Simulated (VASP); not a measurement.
# Hg2O (Fm-3m) in VASP: a series of runs

Runs on Hg2O. Level: PBE. Tasks: single point.

Everything below comes from runs of VASP 6.6.1. Logs are shortened: lines on timing, memory, paths and dates and some standing lists are left out, and cuts for length are marked.

## Step 1: The cell of the first run

Symmetry: Fm-3m, No. 225, cubic system. Conventional cell: a = 6.085 Å, b = 6.085 Å, c = 6.085 Å, α = 90.00°, β = 90.00°, γ = 90.00°. Within 3.5 Å of Hg (site symmetry -43m) lie 4 O at 2.63 Å and 6 Hg at 3.04 Å. Within 3.5 Å of O (site symmetry m-3m) lie 8 Hg at 2.63 Å.

## Step 2: Single point, PBE

Input file INCAR:

```
SYSTEM = Hg2O
ALGO = Normal ; EDIFF = 1E-6
ENCUT = 600 ; GGA = PE
GGA_COMPAT = .FALSE. ; ISIF = 2
ISMEAR = 0 ; LASPH = .TRUE.
LCHARG = .FALSE. ; LREAL = .FALSE.
LWAVE = .FALSE. ; NBANDS = 22
NELM = 120 ; PREC = Accurate
SIGMA = 0.15
```

Input file KPOINTS:

```
k-points
0
G
  4 4 4
  0 0 0
```

Input file POSCAR:

```
Hg2O
1.0
    0.0000000000      3.0425049216      3.0425049216
    3.0425049216      0.0000000000      3.0425049216
    3.0425049216      3.0425049216      0.0000000000
Hg O
2 1
Direct
    0.7500000000      0.7500000000      0.7500000000
    0.2500000000      0.2500000000      0.2500000000
    0.0000000000      0.0000000000      0.0000000000
```

Potentials or basis: VASP PAW PBE potentials, release 64 (Hg, O).

The run is started by

```sh
$ cat potpaw_PBE.64/Hg/POTCAR potpaw_PBE.64/O/POTCAR > POTCAR
$ mpirun -np 1 vasp_std > vasp.out
```

OUTCAR:

```text
SYSTEM = Hg2O
   EDIFF = 1E-6
   ENCUT = 600
   GGA = PE
   ISIF = 2
   ISMEAR = 0
   LASPH = .TRUE.
   LREAL = .FALSE.
   NELM = 120
   PREC = Accurate

 ion  position               nearest neighbor table
   1  0.750  0.750  0.750-   3 2.63   3 2.63   3 2.63   3 2.63   2 3.04   2 3.04   2 3.04   2 3.04
                             2 3.04   2 3.04
   2  0.250  0.250  0.250-   3 2.63   3 2.63   3 2.63   3 2.63   1 3.04   1 3.04   1 3.04   1 3.04
                             1 3.04   1 3.04
   3  0.000  0.000  0.000-   1 2.63   1 2.63   1 2.63   1 2.63   2 2.63   2 2.63   2 2.63   2 2.63

  LATTYP: Found a face centered cubic cell.
 ALAT       =     6.0850098432

  Lattice vectors:

 A1 = (   0.0000000000,   3.0425049216,   3.0425049216)
 A2 = (   3.0425049216,   0.0000000000,   3.0425049216)
 A3 = (   3.0425049216,   3.0425049216,   0.0000000000)

Analysis of symmetry for initial positions (statically):
=====================================================================
 Subroutine PRICEL returns:
 Original cell was already a primitive cell.

 Routine SETGRP: Setting up the symmetry group for a
 face centered cubic supercell.

 Subroutine GETGRP returns: Found 48 space group operations
 (whereof 48 operations were pure point group operations)
 out of a pool of 48 trial point group operations.

The static configuration has the point symmetry O_h .

Analysis of symmetry for dynamics (positions and initial velocities):
=====================================================================
 Subroutine PRICEL returns:
 Original cell was already a primitive cell.

 Routine SETGRP: Setting up the symmetry group for a
 face centered cubic supercell.

 Subroutine GETGRP returns: Found 48 space group operations
 (whereof 48 operations were pure point group operations)
 out of a pool of 48 trial point group operations.

The dynamic configuration has the point symmetry O_h .

 Subroutine INISYM returns: Found 48 space group operations
 (whereof 48 operations are pure point group operations),
 and found     1 'primitive' translations

----------------------------------------------------------------------------------------

                                     Primitive cell

  volume of cell :      56.3279

  direct lattice vectors                    reciprocal lattice vectors
     0.000000000  3.042504922  3.042504922    -0.164338272  0.164338272  0.164338272
     3.042504922  0.000000000  3.042504922     0.164338272 -0.164338272  0.164338272
     3.042504922  3.042504922  0.000000000     0.164338272  0.164338272 -0.164338272

  length of vectors
     4.302751724  4.302751724  4.302751724     0.284642236  0.284642236  0.284642236

  position of ions in fractional coordinates (direct lattice)
     0.750000000  0.750000000  0.750000000
     0.250000000  0.250000000  0.250000000
     0.000000000  0.000000000  0.000000000

  ion indices of the primitive-cell ions
   primitive index   ion index
                 1           1
                 2           2
                 3           3

----------------------------------------------------------------------------------------

 KPOINTS: k-points

Automatic generation of k-mesh.
 Grid dimensions read from file:
 generate k-points for:    4    4    4

 Generating k-lattice:

  Cartesian coordinates                     Fractional coordinates (reciprocal lattice)
    -0.041084568  0.041084568  0.041084568     0.250000000  0.000000000  0.000000000
     0.041084568 -0.041084568  0.041084568     0.000000000  0.250000000  0.000000000
     0.041084568  0.041084568 -0.041084568     0.000000000  0.000000000  0.250000000

  Length of vectors
     0.071160559  0.071160559  0.071160559

  Shift w.r.t. Gamma in fractional coordinates (k-lattice)
     0.000000000  0.000000000  0.000000000

 Subroutine IBZKPT returns following result:
 ===========================================

 Found      8 irreducible k-points:

 Following reciprocal coordinates:
            Coordinates               Weight
  0.000000  0.000000  0.000000      1.000000
  0.250000  0.000000  0.000000      8.000000
  0.500000  0.000000  0.000000      4.000000
  0.250000  0.250000  0.000000      6.000000
  0.500000  0.250000  0.000000     24.000000
 -0.250000  0.250000  0.000000     12.000000
  0.500000  0.500000  0.000000      3.000000
 -0.250000  0.500000  0.250000      6.000000
   k-points           NKPTS =      8   k-points in BZ     NKDIM =      8   number of bands    NBANDS=     22
   number of dos      NEDOS =    301   number of ions     NIONS =      3
   total plane-waves  NPLWV =  46656
   dimension x,y,z NGX =    36 NGY =   36 NGZ =   36
   dimension x,y,z NGXF=    72 NGYF=   72 NGZF=   72
   ions per type =               2   1
   NGX,Y,Z   is equivalent  to a cutoff of  13.91, 13.91, 13.91 a.u.
   NGXF,Y,Z  is equivalent  to a cutoff of  27.82, 27.82, 27.82 a.u.
 SYSTEM =  Hg2O
   PREC   = accura    normal or accurate (medium, high low for compatibility)
   ISTART =      0    job   : 0-new  1-cont  2-samecut
   ICHARG =      2    charge: 1-file 2-atom 10-const
   ISPIN  =      1    spin polarized calculation?
   LNONCOLLINEAR =      F non collinear calculations
   LSORBIT =      F    spin-orbit coupling
   LASPH  =      T    aspherical Exc in radial PAW
   ENCUT  =  600.0 eV  44.10 Ry    6.64 a.u.   8.59  8.59  8.59*2*pi/ulx,y,z
   NELM   =    120;   NELMIN=  2; NELMDL= -5     # of ELM steps
   EDIFF  = 0.1E-05   stopping-criterion for ELM
   LREAL  =      F    real-space projection
   EDIFFG = 0.1E-04   stopping-criterion for IOM
   NSW    =      0    number of steps for IOM
   IBRION =     -1    ionic relax: 0-MD 1-quasi-New 2-CG
   NFREE  =      0    steps in history (QN), initial steepest desc. (CG)
   ISIF   =      2    stress and relaxation
   ISYM   =      2    0-nonsym 1-usesym 2-fastsym
   POTIM  = 0.5000    time-step for ionic-motion
   TEBEG  =    0.0;   TEEND  =   0.0 temperature during run
   PSTRESS=    0.0 pullay stress
   NELECT =      30.0000    total number of electrons
   NUPDOWN=      -1.0000    fix difference up-down
   EMIN   =  10.00;   EMAX   =-10.00  energy-range for DOS
   EFERMI =   0.00;   METHOD = LEGACY
   ISMEAR =     0;   SIGMA  =   0.15  broadening in eV -4-tet -1-fermi 0-gaus
   EFERMI_NEDOS =   21; number of points for ismear=-14 and -15
   IALGO  =     38    algorithm
   IMIX   =      4    mixing-type and parameters
     AMIX     =   0.40;   BMIX     =  1.00
     AMIX_MAG =   1.60;   BMIX_MAG =  1.00
  volume/ion in A,a.u.               =      18.78       126.71
  Fermi-wavevector in a.u.,A,eV,Ry     =   1.327009  2.507684 23.959229  1.760954
  Thomas-Fermi vector in A             =   2.456354
   LORBIT       =      0    0 simple, 1 ext, 2 COOP (PROOUT), +10 PAW based schemes
   GGA     = PE    functional components
   LHFCALC =     F    Hartree Fock is set to
   AEXX    =    0.0000 exact exchange contribution
   IVDW    =     0    specifies the selected vdW correction
   LEPSILON=     F    determine dielectric tensor
   LRPA    =     F    only Hartree local field effects (RPA)
 non-spin polarized calculation
 Gauss-broadening in eV      SIGMA  =   0.15
  energy-cutoff  :      600.00
  volume of cell :       56.33
 maximum number of plane-waves:      1893
 NGX is ok and might be reduce to    36
   NGX = 17   NGY = 17   NGZ = 17

 number of electron      29.9999996 magnetization

 Free energy of the ion-electron system (eV)
  ---------------------------------------------------
  ext. energy  EPLUGINS =         0.00000000
  ---------------------------------------------------
  free energy    TOTEN  =        -4.82709123 eV

  energy without entropy =       -4.79550350  energy(sigma->0) =       -4.81129736

 E-fermi :   2.8923     XC(G=0): -10.7732

 val. band max:        2.8846444727   @ k =   0.5000   0.5000   0.0000
 cond. band min:       3.0002322797   @ k =   0.5000   0.0000   0.0000
 fundamental gap:      0.1155878071
 Fermi energy:         2.8923320437

 k-point     1 :       0.0000    0.0000    0.0000
  band No.  band energies     occupation
      1     -15.1995      2.00000
      2      -5.3522      2.00000
      3      -5.3522      2.00000
      4      -5.2851      2.00000
      5      -5.2851      2.00000
      6      -5.2851      2.00000
[... 14 lines left out ...]
     21      12.7245      0.00000
     22      12.7245      0.00000

 k-point     2 :       0.2500    0.0000    0.0000
  band No.  band energies     occupation
      1     -15.1341      2.00000
      2      -5.1490      2.00000
      3      -5.1490      2.00000
      4      -5.1205      2.00000
      5      -4.9488      2.00000
      6      -4.9488      2.00000
[... 14 lines left out ...]
     21      11.7575      0.00000
     22      12.1959      0.00000

 k-point     3 :       0.5000    0.0000    0.0000
  band No.  band energies     occupation
      1     -15.0700      2.00000
      2      -4.6823      2.00000
      3      -4.6823      2.00000
      4      -4.4254      2.00000
      5      -4.3358      2.00000
      6      -4.3358      2.00000
[... 14 lines left out ...]
     21      11.2207      0.00000
     22      12.2971      0.00000

 k-point     4 :       0.2500    0.2500    0.0000
  band No.  band energies     occupation
      1     -15.1138      2.00000
      2      -5.5584      2.00000
      3      -5.2672      2.00000
      4      -4.8241      2.00000
      5      -4.7601      2.00000
      6      -4.7601      2.00000
[... 14 lines left out ...]
     21      13.8744      0.00000
     22      14.5407      0.00000

 k-point     5 :       0.5000    0.2500    0.0000
  band No.  band energies     occupation
      1     -15.0518      2.00000
      2      -5.1441      2.00000
      3      -4.9607      2.00000
      4      -4.7915      2.00000
      5      -4.5719      2.00000
      6      -4.3763      2.00000
[... 14 lines left out ...]
     21      13.5141      0.00000
     22      14.5594      0.00000

 k-point     6 :      -0.2500    0.2500    0.0000
  band No.  band energies     occupation
      1     -15.0717      2.00000
      2      -5.2373      2.00000
      3      -4.8296      2.00000
      4      -4.5569      2.00000
      5      -4.5032      2.00000
      6      -4.3831      2.00000
[... 14 lines left out ...]
     21      12.5349      0.00000
     22      15.1583      0.00000

 k-point     7 :       0.5000    0.5000    0.0000
  band No.  band energies     occupation
      1     -15.0329      2.00000
      2      -5.5200      2.00000
      3      -5.1802      2.00000
      4      -4.9172      2.00000
      5      -4.7305      2.00000
      6      -4.2378      2.00000
[... 14 lines left out ...]
     21      15.5590      0.00000
     22      15.5590      0.00000

 k-point     8 :      -0.2500    0.5000    0.2500
  band No.  band energies     occupation
      1     -15.0326      2.00000
      2      -5.1339      2.00000
      3      -5.1339      2.00000
      4      -4.7471      2.00000
      5      -4.3330      2.00000
      6      -4.3330      2.00000
[... 14 lines left out ...]
     21      14.3629      0.00000
     22      15.4171      0.00000

------------------------ aborting loop because EDIFF is reached ----------------------------------------

  FORCE on cell =-STRESS in cart. coord.  units (eV):
  Direction    XX          YY          ZZ          XY          YZ          ZX
  --------------------------------------------------------------------------------------
  -------------------------------------------------------------------------------------
  Total        0.1178115      0.1178115      0.1178115     -0.0000000      0.0000000      0.0000000
  in kB        3.3509997      3.3509997      3.3509997     -0.0000000      0.0000000      0.0000000
  external PRESSURE =       3.3509997 kB  Pullay stress =       0.0000000 kB

 VOLUME and BASIS-vectors are now :
 -----------------------------------------------------------------------------
  energy-cutoff  :      600.00
  volume of cell :       56.33
      direct lattice vectors                 reciprocal lattice vectors
     0.000000000  3.042504922  3.042504922    -0.164338272  0.164338272  0.164338272
     3.042504922  0.000000000  3.042504922     0.164338272 -0.164338272  0.164338272
     3.042504922  3.042504922  0.000000000     0.164338272  0.164338272 -0.164338272

 POSITION                                       TOTAL-FORCE (eV/Angst)
 -----------------------------------------------------------------------------------
      4.56376      4.56376      4.56376        -0.000000      0.000000      0.000000
      1.52125      1.52125      1.52125         0.000000      0.000000     -0.000000
      0.00000      0.00000      0.00000        -0.000000     -0.000000     -0.000000
 -----------------------------------------------------------------------------------
    total drift:                                0.000000      0.000000      0.000000

  FREE ENERGIE OF THE ION-ELECTRON SYSTEM (eV)
  ---------------------------------------------------
  free  energy   TOTEN  =        -4.8270912271 eV

  energy  without entropy=       -4.7955035019  energy(sigma->0) =       -4.81129736
```

It took 9.7 s on 1 thread of Intel Xeon 6975P-C (Granite Rapids), shared host; peak memory 0.2 GiB.

What came out:

| Quantity | Value |
| --- | --- |
| Free energy | -4.8271 eV |
| Pressure | 0.3 GPa |
| Band gap on the k mesh | zero (band 15 reaches 3.05 eV, above the bottom of band 16 at 2.88 eV) |

Caveat: the k points lie up to 0.45 Å⁻¹ apart; spin-orbit coupling is left out, which moves the levels of the heavy elements.

## Step 3: Single point, PBE

This run uses another cell than the first one, of 18.90 Å³/atom, 1.006 times its volume.

Input file INCAR:

```
SYSTEM = Hg2O
ALGO = Normal ; EDIFF = 1E-6
ENCUT = 600 ; GGA = PE
GGA_COMPAT = .False. ; ISIF = 2
ISMEAR = 0 ; LASPH = .True.
LCHARG = .False. ; LREAL = .False.
LWAVE = .False. ; NBANDS = 22
NELM = 120 ; PREC = Accurate
SIGMA = 0.15
```

Input file KPOINTS:

```
k-points
0
Gamma
  4 4 4
  0 0 0
```

Input file POSCAR:

```
Hg2O
1.0
    0.0000000000      3.0490248744      3.0490248744
    3.0490248744      0.0000000000      3.0490248744
    3.0490248744      3.0490248744      0.0000000000
Hg O
2 1
Direct
    0.2500000000      0.2500000000      0.2500000000
    0.7500000000      0.7500000000      0.7500000000
    0.5000000000      0.5000000000      0.5000000000
```

Potentials or basis: VASP PAW PBE potentials, release 64 (Hg, O).

The run is started by

```sh
$ cat potpaw_PBE.64/Hg/POTCAR potpaw_PBE.64/O/POTCAR > POTCAR
$ mpirun -np 1 vasp_std > vasp.out
```

Wall time 9.8 s (1 thread of Intel Xeon 6975P-C (Granite Rapids), shared host); peak memory 0.2 GiB.

The run converged. Its results:

* Free energy: -4.8276 eV
* Pressure: -0.1 GPa
* Band gap on the k mesh: zero (band 15 reaches 2.98 eV, above the bottom of band 16 at 2.80 eV)

Levels at points of the mesh, in eV from the Fermi level:
```tsv
k point	band 13	band 14	band 15	band 16	band 17	band 18
(0.00, 0.00, 0.00)	-2.33	-2.33	-2.33	3.79	4.09	4.09
(0.50, 0.00, 0.00)	-3.75	-2.60	-2.60	0.11	5.71	5.71
(0.50, 0.50, 0.00)	-3.74	-3.74	-0.16	-0.02	0.28	4.10
```

Caveat: the k points lie up to 0.45 Å⁻¹ apart; spin-orbit coupling is left out, which moves the levels of the heavy elements.
